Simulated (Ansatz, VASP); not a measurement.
Two plane-wave programs on Ta2AlN3

File INCAR:

```
PREC = Accurate
ENCUT = 520
EDIFF = 1E-6
ISMEAR = 1
SIGMA = 0.1
LREAL = False
LASPH = True
NELM = 100
ALGO = Normal
ISIF = 2
LWAVE = False
LCHARG = False
GGA = PE
NBANDS = 29
```

Contents of KPOINTS:

```
Automatic mesh
0
Gamma
  12 12 14
```

Contents of POSCAR:

```
Ta2AlN3
1.0
    5.4603336497      0.0000000000      0.0000000000
   -2.7301668249      4.7287876538      0.0000000000
    0.0000000000      0.0000000000      2.8390072301
Ta Al N
2 1 3
Direct
    0.3333333333      0.6666666667      0.5000000000
    0.6666666667      0.3333333333      0.5000000000
    0.0000000000      0.0000000000      0.0000000000
    0.5000000000      0.0000000000      0.0000000000
    0.5000000000      0.5000000000      0.0000000000
    0.0000000000      0.5000000000      0.0000000000
```

Input for Ansatz:

```yaml
crystal:
  lattice:
    - [5.4603336497, 0.0, 0.0]
    - [-2.7301668249, 4.7287876538, 0.0]
    - [0.0, 0.0, 2.8390072301]
  atoms:
    - { symbol: Ta, position: [0.3333333333, 0.6666666667, 0.5] }
    - { symbol: Ta, position: [0.6666666667, 0.3333333333, 0.5] }
    - { symbol: Al, position: [0.0, 0.0, 0.0] }
    - { symbol: "N", position: [0.5, 0.0, 0.0] }
    - { symbol: "N", position: [0.5, 0.5, 0.0] }
    - { symbol: "N", position: [0.0, 0.5, 0.0] }
basis:
  ecutwfc: 420
kpoints:
  mp_grid: { grid: [12, 12, 14] }
hamiltonian:
  xc: pbe
scf:
  occupations: { method: cold, width: 0.001 }
output:
  forces: true
  eigenvalues: true
  stress: true
```

Alike in both runs: task single point; functional PBE; k mesh 12 × 12 × 14; no spin polarisation.

```csv
,VASP,Ansatz
version,VASP 6.6.1,Ansatz 0.2.0
potentials or method,"VASP PAW PBE potentials, release 64 (Ta_pv, Al, N), cutoff 520 eV","scalar-relativistic, plane waves, PAW"
occupations,"methfessel-paxton of order 1, width 0.1 eV","cold, width 0.001 eV"
valence electrons in the cell,40,44
```

```csv
,VASP,Ansatz,Ansatz less VASP
gap on the k mesh at the Fermi level (eV),none,none,-
pressure (GPa),0.5,-0.1,-0.59
"traceless stress, the component that is largest in VASP (GPa)",0.22,0.00,-0.217
```

A gap of «none» marks a metal or a gap that the smearing closes. VASP's potentials hold 40 valence electrons a cell and Ansatz's 44, so a difference there can come from the potentials and not from the codes.

Neither program's run includes spin-orbit coupling.
